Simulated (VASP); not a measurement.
# AlP (l) (F-43m) in VASP: notebook

Runs on AlP (l). Level: LDA. Tasks: single point, relaxation of cell and atoms.

All numbers are computed with VASP 6.6.1; they aren't measurements. Logs are shortened: lines on timing, memory, paths and dates and some standing lists are left out, and cuts for length are marked.

### Step 1. The cell of the first run

The structure is cubic, space group F-43m (No. 216). The conventional cell has a = 5.473 Å, b = 5.473 Å, c = 5.473 Å, α = 90.00°, β = 90.00°, γ = 90.00°. Within 3.1 Å of Al (site symmetry -43m) lie 4 P at 2.37 Å. Within 3.1 Å of P (site symmetry -43m) lie 4 Al at 2.37 Å.

### Step 2. Single point, LDA

INCAR

```
PREC = Accurate
ENCUT = 500
EDIFF = 1E-6
ISMEAR = 0
SIGMA = 0.1
LREAL = False
LASPH = True
NELM = 120
ALGO = Normal
ISIF = 2
LWAVE = False
LCHARG = False
NBANDS = 11
GGA_COMPAT = False
```

KPOINTS

```
Automatic mesh
0
Gamma
  6 6 6
```

POSCAR

```
AlP
1.0
    0.0000000000      2.7364837100      2.7364837100
    2.7364837100      0.0000000000      2.7364837100
    2.7364837100      2.7364837100      0.0000000000
Al P
1 1
Direct
    0.0000000000      0.0000000000      0.0000000000
    0.2500000000      0.2500000000      0.2500000000
```

Potentials or basis: VASP PAW LDA potentials, release 64 (Al, P).

Launch:

```
$ cat potpaw_LDA.64/Al/POTCAR potpaw_LDA.64/P/POTCAR > POTCAR
$ mpirun -np 1 vasp_std > vasp.out
```

OUTCAR:

```text
PREC = Accurate
   ENCUT = 500
   EDIFF = 1E-6
   ISMEAR = 0
   LREAL = False
   LASPH = True
   NELM = 120
   ISIF = 2

 ion  position               nearest neighbor table
   1  0.000  0.000  0.000-   2 2.37   2 2.37   2 2.37   2 2.37
   2  0.250  0.250  0.250-   1 2.37   1 2.37   1 2.37   1 2.37

  LATTYP: Found a face centered cubic cell.
 ALAT       =     5.4729674200

  Lattice vectors:

 A1 = (   0.0000000000,   2.7364837100,   2.7364837100)
 A2 = (   2.7364837100,   0.0000000000,   2.7364837100)
 A3 = (   2.7364837100,   2.7364837100,   0.0000000000)

Analysis of symmetry for initial positions (statically):
=====================================================================
 Subroutine PRICEL returns:
 Original cell was already a primitive cell.

 Routine SETGRP: Setting up the symmetry group for a
 face centered cubic supercell.

 Subroutine GETGRP returns: Found 24 space group operations
 (whereof 24 operations were pure point group operations)
 out of a pool of 48 trial point group operations.

The static configuration has the point symmetry T_d .

Analysis of symmetry for dynamics (positions and initial velocities):
=====================================================================
 Subroutine PRICEL returns:
 Original cell was already a primitive cell.

 Routine SETGRP: Setting up the symmetry group for a
 face centered cubic supercell.

 Subroutine GETGRP returns: Found 24 space group operations
 (whereof 24 operations were pure point group operations)
 out of a pool of 48 trial point group operations.

The dynamic configuration has the point symmetry T_d .

 Subroutine INISYM returns: Found 24 space group operations
 (whereof 24 operations are pure point group operations),
 and found     1 'primitive' translations

----------------------------------------------------------------------------------------

                                     Primitive cell

  volume of cell :      40.9835

  direct lattice vectors                    reciprocal lattice vectors
     0.000000000  2.736483710  2.736483710    -0.182716235  0.182716235  0.182716235
     2.736483710  0.000000000  2.736483710     0.182716235 -0.182716235  0.182716235
     2.736483710  2.736483710  0.000000000     0.182716235  0.182716235 -0.182716235

  length of vectors
     3.869972376  3.869972376  3.869972376     0.316473802  0.316473802  0.316473802

  position of ions in fractional coordinates (direct lattice)
     0.000000000  0.000000000  0.000000000
     0.250000000  0.250000000  0.250000000

  ion indices of the primitive-cell ions
   primitive index   ion index
                 1           1
                 2           2

----------------------------------------------------------------------------------------

 KPOINTS: Automatic mesh

Automatic generation of k-mesh.
 Grid dimensions read from file:
 generate k-points for:    6    6    6

 Generating k-lattice:

  Cartesian coordinates                     Fractional coordinates (reciprocal lattice)
    -0.030452706  0.030452706  0.030452706     0.166666667  0.000000000  0.000000000
     0.030452706 -0.030452706  0.030452706     0.000000000  0.166666667  0.000000000
     0.030452706  0.030452706 -0.030452706     0.000000000  0.000000000  0.166666667

  Length of vectors
     0.052745634  0.052745634  0.052745634

  Shift w.r.t. Gamma in fractional coordinates (k-lattice)
     0.000000000  0.000000000  0.000000000

 Subroutine IBZKPT returns following result:
 ===========================================

 Found     16 irreducible k-points:

 Following reciprocal coordinates:
            Coordinates               Weight
  0.000000  0.000000  0.000000      1.000000
  0.166667  0.000000  0.000000      8.000000
  0.333333  0.000000  0.000000      8.000000
  0.500000  0.000000  0.000000      4.000000
  0.166667  0.166667  0.000000      6.000000
  0.333333  0.166667  0.000000     24.000000
[... 8 lines left out ...]
 -0.333333  0.333333  0.166667     24.000000
 -0.333333  0.500000  0.166667     12.000000
   k-points           NKPTS =     16   k-points in BZ     NKDIM =     16   number of bands    NBANDS=     11
   number of dos      NEDOS =    301   number of ions     NIONS =      2
   total plane-waves  NPLWV =  21952
   dimension x,y,z NGX =    28 NGY =   28 NGZ =   28
   dimension x,y,z NGXF=    56 NGYF=   56 NGZF=   56
   ions per type =               1   1
   NGX,Y,Z   is equivalent  to a cutoff of  12.03, 12.03, 12.03 a.u.
   NGXF,Y,Z  is equivalent  to a cutoff of  24.06, 24.06, 24.06 a.u.
 SYSTEM =  unknown system
   PREC   = accura    normal or accurate (medium, high low for compatibility)
   ISTART =      0    job   : 0-new  1-cont  2-samecut
   ICHARG =      2    charge: 1-file 2-atom 10-const
   ISPIN  =      1    spin polarized calculation?
   LNONCOLLINEAR =      F non collinear calculations
   LSORBIT =      F    spin-orbit coupling
   LASPH  =      T    aspherical Exc in radial PAW
   ENCUT  =  500.0 eV  36.75 Ry    6.06 a.u.   7.06  7.06  7.06*2*pi/ulx,y,z
   NELM   =    120;   NELMIN=  2; NELMDL= -5     # of ELM steps
   EDIFF  = 0.1E-05   stopping-criterion for ELM
   LREAL  =      F    real-space projection
   EDIFFG = 0.1E-04   stopping-criterion for IOM
   NSW    =      0    number of steps for IOM
   IBRION =     -1    ionic relax: 0-MD 1-quasi-New 2-CG
   NFREE  =      0    steps in history (QN), initial steepest desc. (CG)
   ISIF   =      2    stress and relaxation
   ISYM   =      2    0-nonsym 1-usesym 2-fastsym
   POTIM  = 0.5000    time-step for ionic-motion
   TEBEG  =    0.0;   TEEND  =   0.0 temperature during run
   PSTRESS=    0.0 pullay stress
   NELECT =       8.0000    total number of electrons
   NUPDOWN=      -1.0000    fix difference up-down
   EMIN   =  10.00;   EMAX   =-10.00  energy-range for DOS
   EFERMI =   0.00;   METHOD = LEGACY
   ISMEAR =     0;   SIGMA  =   0.10  broadening in eV -4-tet -1-fermi 0-gaus
   EFERMI_NEDOS =   21; number of points for ismear=-14 and -15
   IALGO  =     38    algorithm
   IMIX   =      4    mixing-type and parameters
     AMIX     =   0.40;   BMIX     =  1.00
     AMIX_MAG =   1.60;   BMIX_MAG =  1.00
  volume/ion in A,a.u.               =      20.49       138.29
  Fermi-wavevector in a.u.,A,eV,Ry     =   0.949661  1.794599 12.270497  0.901856
  Thomas-Fermi vector in A             =   2.077965
   LORBIT       =      0    0 simple, 1 ext, 2 COOP (PROOUT), +10 PAW based schemes
   GGA     = CA    functional components
   LHFCALC =     F    Hartree Fock is set to
   AEXX    =    0.0000 exact exchange contribution
   IVDW    =     0    specifies the selected vdW correction
   LEPSILON=     F    determine dielectric tensor
   LRPA    =     F    only Hartree local field effects (RPA)
 non-spin polarized calculation
 Gauss-broadening in eV      SIGMA  =   0.10
  energy-cutoff  :      500.00
  volume of cell :       40.98
 maximum number of plane-waves:      1056
   NGX = 15   NGY = 15   NGZ = 15

 number of electron       8.0000000 magnetization

 Free energy of the ion-electron system (eV)
  ---------------------------------------------------
  ext. energy  EPLUGINS =         0.00000000
  ---------------------------------------------------
  free energy    TOTEN  =       -11.39905238 eV

  energy without entropy =      -11.39905238  energy(sigma->0) =      -11.39905238

 E-fermi :   4.8159     XC(G=0):  -9.4212

 val. band max:        4.3899625093   @ k =   0.0000   0.0000   0.0000
 cond. band min:       5.8406872153   @ k =   0.5000   0.5000   0.0000
 fundamental gap:      1.4507247060
 Fermi energy:         4.8158515254

 k-point     1 :       0.0000    0.0000    0.0000
  band No.  band energies     occupation
      1      -7.0758      2.00000
      2       4.3900      2.00000
      3       4.3900      2.00000
      4       4.3900      2.00000
      5       7.4463      0.00000
      6       8.8490      0.00000
      7       8.8490      0.00000
      8       8.8490      0.00000
      9      13.1917      0.00000
     10      13.1917      0.00000
     11      14.3168      0.00000

 k-point     2 :       0.1667    0.0000    0.0000
  band No.  band energies     occupation
      1      -6.7733      2.00000
      2       2.4931      2.00000
      3       4.1462      2.00000
      4       4.1462      2.00000
      5       7.8346      0.00000
      6       9.2821      0.00000
      7       9.2821      0.00000
      8       9.8780      0.00000
      9      12.5231      0.00000
     10      12.5231      0.00000
     11      14.9623      0.00000

 k-point     3 :       0.3333    0.0000    0.0000
  band No.  band energies     occupation
      1      -5.9841      2.00000
      2       0.0295      2.00000
      3       3.7746      2.00000
      4       3.7746      2.00000
      5       7.2662      0.00000
      6       9.3406      0.00000
      7       9.3406      0.00000
      8      12.1072      0.00000
      9      13.4336      0.00000
     10      13.4336      0.00000
     11      14.4404      0.00000

 k-point     4 :       0.5000    0.0000    0.0000
  band No.  band energies     occupation
      1      -5.3949      2.00000
      2      -1.1623      2.00000
      3       3.6253      2.00000
      4       3.6253      2.00000
      5       7.0266      0.00000
      6       9.1155      0.00000
      7       9.1155      0.00000
      8      12.4340      0.00000
      9      15.8703      0.00000
     10      15.8703      0.00000
     11      15.9093      0.00000
[... 127 lines left out ...]
 k-point    14 :       0.5000    0.3333    0.1667
  band No.  band energies     occupation
      1      -5.3585      2.00000
      2      -0.0559      2.00000
      3       1.6975      2.00000
      4       2.7894      2.00000
      5       8.1290      0.00000
      6       9.0958      0.00000
      7       9.7521      0.00000
      8      12.4703      0.00000
      9      13.6041      0.00000
     10      15.6856      0.00000
     11      17.6148      0.00000

 k-point    15 :      -0.3333    0.3333    0.1667
  band No.  band energies     occupation
      1      -4.8959      2.00000
      2      -0.6240      2.00000
      3       1.2411      2.00000
      4       2.3957      2.00000
      5       8.3279      0.00000
      6       9.2216      0.00000
      7      11.1410      0.00000
      8      11.9150      0.00000
      9      13.1109      0.00000
     10      16.1420      0.00000
     11      17.1636      0.00000

 k-point    16 :      -0.3333    0.5000    0.1667
  band No.  band energies     occupation
      1      -4.6937      2.00000
      2      -0.6758      2.00000
      3       1.4658      2.00000
      4       1.7057      2.00000
      5       7.5921      0.00000
      6       8.5729      0.00000
      7      11.8918      0.00000
      8      12.2501      0.00000
      9      15.3997      0.00000
     10      16.2547      0.00000
     11      17.4400      0.00000

------------------------ aborting loop because EDIFF is reached ----------------------------------------

  FORCE on cell =-STRESS in cart. coord.  units (eV):
  Direction    XX          YY          ZZ          XY          YZ          ZX
  --------------------------------------------------------------------------------------
  -------------------------------------------------------------------------------------
  Total       -0.4530605     -0.4530605     -0.4530605      0.0000000     -0.0000000      0.0000000
  in kB      -17.7116143    -17.7116143    -17.7116143      0.0000000     -0.0000000      0.0000000
  external PRESSURE =     -17.7116143 kB  Pullay stress =       0.0000000 kB

 VOLUME and BASIS-vectors are now :
 -----------------------------------------------------------------------------
  energy-cutoff  :      500.00
  volume of cell :       40.98
      direct lattice vectors                 reciprocal lattice vectors
     0.000000000  2.736483710  2.736483710    -0.182716235  0.182716235  0.182716235
     2.736483710  0.000000000  2.736483710     0.182716235 -0.182716235  0.182716235
     2.736483710  2.736483710  0.000000000     0.182716235  0.182716235 -0.182716235

 POSITION                                       TOTAL-FORCE (eV/Angst)
 -----------------------------------------------------------------------------------
      0.00000      0.00000      0.00000         0.000000      0.000000      0.000000
      1.36824      1.36824      1.36824        -0.000000     -0.000000     -0.000000
 -----------------------------------------------------------------------------------
    total drift:                               -0.000000     -0.000000      0.000000

  FREE ENERGIE OF THE ION-ELECTRON SYSTEM (eV)
  ---------------------------------------------------
  free  energy   TOTEN  =       -11.3990523794 eV

  energy  without entropy=      -11.3990523794  energy(sigma->0) =      -11.39905238
```

It took 6.1 s on 1 thread of AMD EPYC 9R45 (Zen 5), shared host; peak memory 0.1 GiB.

Results:

| Quantity | Value |
| --- | --- |
| Free energy | -11.3991 eV |
| Pressure | -1.8 GPa |
| Band gap on the k mesh | 1.45 eV, indirect (least direct gap 3.06 eV) |

Levels at points of the mesh, in eV from the valence-band top:
```tsv
k point	band 1	band 2	band 3	band 4	band 5	band 6	band 7	band 8
(0.00, 0.00, 0.00)	-11.47	0.00	0.00	0.00	3.06	4.46	4.46	4.46
(0.50, 0.00, 0.00)	-9.78	-5.55	-0.76	-0.76	2.64	4.73	4.73	8.04
(0.50, 0.50, 0.00)	-9.12	-5.33	-2.11	-2.11	1.45	2.33	10.82	10.82
```

A k mesh can miss the band edges.

(Continued in part 2 of 2.)
